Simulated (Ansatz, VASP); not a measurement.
## Two plane-wave programs on Rh

```
Rh
1.0
     0.00000    1.93894    1.93894
     1.93894    0.00000    1.93894
     1.93894    1.93894    0.00000
Rh
1
Direct
  0.00000 0.00000 0.00000
```

Alike in both runs: task relaxation of cell and atoms; functional PBE; k mesh 18 × 18 × 18; occupations gaussian, width 0.1 eV; no spin polarisation.

|  | VASP | Ansatz |
| --- | --- | --- |
| version | VASP 6.6.1 | Ansatz 0.2.0 |
| potentials or method | VASP PAW PBE potentials, release 64 (Rh_pv), cutoff 600 eV | scalar-relativistic, plane waves, PAW |
| valence electrons in the cell | 15 | 17 |

```tsv
	VASP	Ansatz	Ansatz less VASP
gap on the k mesh at the Fermi level, each at its own relaxed structure (eV)	none	none	-
relaxed volume (Å³/atom)	14.04	14.04	+0.002
relaxed cell length with the largest relative difference (Å)	2.708	2.708	+0.0001
```

A gap of «none» marks a metal or a gap that the smearing closes. VASP's potentials hold 15 valence electrons a cell and Ansatz's 17, so a difference there can come from the potentials and not from the codes.
